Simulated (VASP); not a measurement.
# Ga3As3N2 in VASP: single point with PBE+D3(BJ)

Aim: the single point of Ga3As3N2 with PBE+D3(BJ).

Everything below comes from runs of VASP 6.6.1. Logs are shortened: lines on timing, memory, paths and dates and some standing lists are left out, and cuts for length are marked.

## Step 1: The cell of the first run

The cell holds a slab with vacuum, 8 atoms: a = 4.014 Å, b = 5.676 Å, c = 22.885 Å, α = 90.00°, β = 90.00°, γ = 90.00°.

## Step 2: Single point, PBE+D3(BJ)

The input, INCAR:

```
SYSTEM = Ga3As3N2
  PREC = Accurate
  ENCUT = 520
  EDIFF = 1E-7
  ISMEAR = 0
  SIGMA = 0.05
  LREAL = .False.
  LASPH = .True.
  NELM = 60
  ALGO = Normal
  ISIF = 2
  LWAVE = .False.
  LCHARG = .False.
  LDIPOL = .True.
  IDIPOL = 3
  DIPOL = 0.5 0.5 0.326
  GGA = PE
  IVDW = 12
  NBANDS = 42
```

The input, KPOINTS:

```
Automatic mesh
0
Gamma
  7 5 1
  0 0 0
```

The input, POSCAR:

```
Ga3As3N2
1.0
    4.0137031116      0.0000000000      0.0000000000
    0.0000000000      5.6762333758      0.0000000000
    0.0000000000      0.0000000000     22.8852699092
Ga As N
3 3 2
Direct
    0.5000000000      0.5000000000      0.1747849169
    0.0000000000      0.0653835254      0.2732733389
    0.5000000000      0.4894639615      0.3292030243
    0.0000000000      0.2500000000      0.1747849169
    0.5000000000      0.8102208702      0.2554204538
    0.0000000000      0.2887573197      0.3664046761
    0.2500000000      0.2887573197      0.4931237409
    0.2500000000      0.2887573197      0.5411895931
```

Potentials or basis: VASP PAW PBE potentials, release 64 (Ga_d, As, N).

The run is started by

```console
> cat potpaw_PBE.64/Ga_d/POTCAR potpaw_PBE.64/As/POTCAR potpaw_PBE.64/N/POTCAR > POTCAR
> mpirun -np 1 vasp_std > vasp.out
```

OUTCAR:

```text
SYSTEM = Ga3As3N2
   PREC = Accurate
   ENCUT = 520
   EDIFF = 1E-7
   ISMEAR = 0
   LREAL = .False.
   LASPH = .True.
   NELM = 60
   ISIF = 2
   GGA = PE
   IVDW = 12
 IVDW          = 12

 ion  position               nearest neighbor table
   1  0.500  0.500  0.175-   4 2.46   4 2.46   5 2.55
   2  0.000  0.065  0.273-   6 2.48   4 2.49   5 2.51   5 2.51
   3  0.500  0.489  0.329-   6 2.46   6 2.46   5 2.48
   4  0.000  0.250  0.175-   1 2.46   1 2.46   2 2.49
   5  0.500  0.810  0.255-   3 2.48   2 2.51   2 2.51   1 2.55
   6  0.000  0.289  0.366-   3 2.46   3 2.46   2 2.48
   7  0.250  0.289  0.493-   8 1.10
   8  0.250  0.289  0.541-   7 1.10

  LATTYP: Found a simple orthorhombic cell.
 ALAT       =     4.0137031116
 B/A-ratio  =     1.4142135624
 C/A-ratio  =     5.7017844302

  Lattice vectors:

 A1 = (   4.0137031116,   0.0000000000,   0.0000000000)
 A2 = (   0.0000000000,   5.6762333758,   0.0000000000)
 A3 = (   0.0000000000,   0.0000000000,  22.8852699092)

Analysis of symmetry for initial positions (statically):
=====================================================================
 Subroutine PRICEL returns:
 Original cell was already a primitive cell.

 Routine SETGRP: Setting up the symmetry group for a
 simple orthorhombic supercell.

 Subroutine GETGRP returns: Found  1 space group operations
 (whereof  1 operations were pure point group operations)
 out of a pool of  8 trial point group operations.

The static configuration has the point symmetry C_1 .

Analysis of symmetry for dynamics (positions and initial velocities):
=====================================================================
 Subroutine PRICEL returns:
 Original cell was already a primitive cell.

 Routine SETGRP: Setting up the symmetry group for a
 simple orthorhombic supercell.

 Subroutine GETGRP returns: Found  1 space group operations
 (whereof  1 operations were pure point group operations)
 out of a pool of  8 trial point group operations.

The dynamic configuration has the point symmetry C_1 .

 Subroutine INISYM returns: Found  1 space group operations
 (whereof  1 operations are pure point group operations),
 and found     1 'primitive' translations

----------------------------------------------------------------------------------------

[... 107 lines left out ...]
   PSTRESS=    0.0 pullay stress
   NELECT =      64.0000    total number of electrons
   NUPDOWN=      -1.0000    fix difference up-down
   EMIN   =  10.00;   EMAX   =-10.00  energy-range for DOS
   EFERMI =   0.00;   METHOD = LEGACY
   ISMEAR =     0;   SIGMA  =   0.05  broadening in eV -4-tet -1-fermi 0-gaus
   EFERMI_NEDOS =   21; number of points for ismear=-14 and -15
   IALGO  =     38    algorithm
   IMIX   =      4    mixing-type and parameters
     AMIX     =   0.40;   BMIX     =  1.00
     AMIX_MAG =   1.60;   BMIX_MAG =  1.00
  volume/ion in A,a.u.               =      65.17       439.81
  Fermi-wavevector in a.u.,A,eV,Ry     =   0.813606  1.537493  9.006448  0.661955
  Thomas-Fermi vector in A             =   1.923362
   LORBIT       =      0    0 simple, 1 ext, 2 COOP (PROOUT), +10 PAW based schemes
   GGA     = PE    functional components
   LHFCALC =     F    Hartree Fock is set to
   AEXX    =    0.0000 exact exchange contribution
   IVDW    =    12    specifies the selected vdW correction
   LEPSILON=     F    determine dielectric tensor
   LRPA    =     F    only Hartree local field effects (RPA)
 non-spin polarized calculation
 Gauss-broadening in eV      SIGMA  =   0.05
  energy-cutoff  :      520.00
  volume of cell :      521.39
 maximum number of plane-waves:     14091
 NGX is ok and might be reduce to    30
   NGX = 15   NGY = 21   NGZ = 85

 dipolmoment           0.000000      0.000000     -0.005847 electrons x Angstroem

 number of electron      64.0000016 magnetization

 dipolmoment           0.000000      0.000000      0.015197 electrons x Angstroem

 Free energy of the ion-electron system (eV)
  ---------------------------------------------------
  ext. energy  EPLUGINS =         0.00000000
  ---------------------------------------------------
  free energy    TOTEN  =       -39.26884962 eV

  energy without entropy =      -39.26884962  energy(sigma->0) =      -39.26884962

 E-fermi :  -1.9413     XC(G=0):  -3.8034

 val. band max:       -2.1397129859   @ k =   0.0000   0.0000   0.0000
 cond. band min:      -1.7382107101   @ k =   0.4286   0.0000   0.0000
 fundamental gap:      0.4015022757
 Fermi energy:        -1.9413169845

 k-point     1 :       0.0000    0.0000    0.0000
  band No.  band energies     occupation
      1     -25.9639      2.00000
      2     -17.1242      2.00000
      3     -17.0548      2.00000
      4     -17.0417      2.00000
      5     -17.0205      2.00000
      6     -17.0029      2.00000
[... 799 lines left out ...]
     41       2.8643      0.00000
     42       3.2157      0.00000

------------------------ aborting loop because EDIFF is reached ----------------------------------------

 vacuum level on the upper side and lower side of the slab       (xc-potential included)        -0.019        -0.137

 Edisp (eV)   -1.28292

 E8    (eV) :    -0.5805

  FORCE on cell =-STRESS in cart. coord.  units (eV):
  Direction    XX          YY          ZZ          XY          YZ          ZX
  --------------------------------------------------------------------------------------
  -------------------------------------------------------------------------------------
  Total      -1.98943    -2.72927     3.61514     0.03962    -0.01345     0.44328
  in kB      -6.11334    -8.38678    11.10898     0.12174    -0.04133     1.36216
  external pressure =       -1.13 kB  Pullay stress =        0.00 kB

 VOLUME and BASIS-vectors are now :
 -----------------------------------------------------------------------------
  energy-cutoff  :      520.00
  volume of cell :      521.39
      direct lattice vectors                 reciprocal lattice vectors
     4.013703112  0.000000000  0.000000000     0.249146479  0.000000000  0.000000000
     0.000000000  5.676233376  0.000000000     0.000000000  0.176173165  0.000000000
     0.000000000  0.000000000 22.885269909     0.000000000  0.000000000  0.043696229

 POSITION                                       TOTAL-FORCE (eV/Angst)
 -----------------------------------------------------------------------------------
      2.00685      2.83812      4.00000        -0.001602     -0.327092      1.026777
      0.00000      0.37113      6.25393        -0.023112      0.024920     -0.006290
      2.00685      2.77831      7.53390         0.028790     -0.020510     -0.043142
      0.00000      1.41906      4.00000         0.005847      0.323801     -1.085035
      2.00685      4.59900      5.84537        -0.009534      0.011545     -0.003018
      0.00000      1.63905      8.38527        -0.171684     -0.031673     -0.210164
      1.00343      1.63905     11.28527         0.247362      0.035577     -1.926821
      1.00343      1.63905     12.38527        -0.076067     -0.016568      2.247694
 -----------------------------------------------------------------------------------
    total drift:                               -0.000129     -0.000476      0.000757

  FREE ENERGIE OF THE ION-ELECTRON SYSTEM (eV)
  ---------------------------------------------------
  free  energy   TOTEN  =       -40.5517725047 eV

  energy  without entropy=      -40.5517725045  energy(sigma->0) =      -40.55177250

 vacuum level on the upper side and lower side of the slab         2.567         2.446
```

Run time: 8.5 min. Hardware: 1 thread of Intel Xeon Platinum 8488C (Sapphire Rapids), shared host; peak memory 0.71 GiB.

Results:

```
Free energy                : -40.5518 eV
Largest force              : 2.249 eV/Å
Band gap on the k mesh     : 0.40 eV (least direct gap 0.76 eV)
Dispersion energy per atom : -0.160 eV
```

Forces on the atoms (eV/Å):
```
Ga  -0.002 -0.327  1.027
Ga  -0.023  0.025 -0.006
Ga   0.029 -0.021 -0.043
As   0.006  0.324 -1.085
As  -0.010  0.012 -0.003
As  -0.172 -0.032 -0.210
N    0.247  0.036 -1.927
N   -0.076 -0.017  2.248
```

Levels at points of the mesh, in eV from the valence-band top:
| k point | band 28 | band 29 | band 30 | band 31 | band 32 | band 33 | band 34 | band 35 | band 36 | band 37 |
| --- | --- | --- | --- | --- | --- | --- | --- | --- | --- | --- |
| (0.00, 0.00, 0.00) | -1.98 | -1.33 | -0.89 | -0.80 | 0.00 | 0.76 | 1.62 | 2.25 | 2.55 | 2.85 |

Caveat: the standard files for N, O and F lose accuracy on very short bonds.
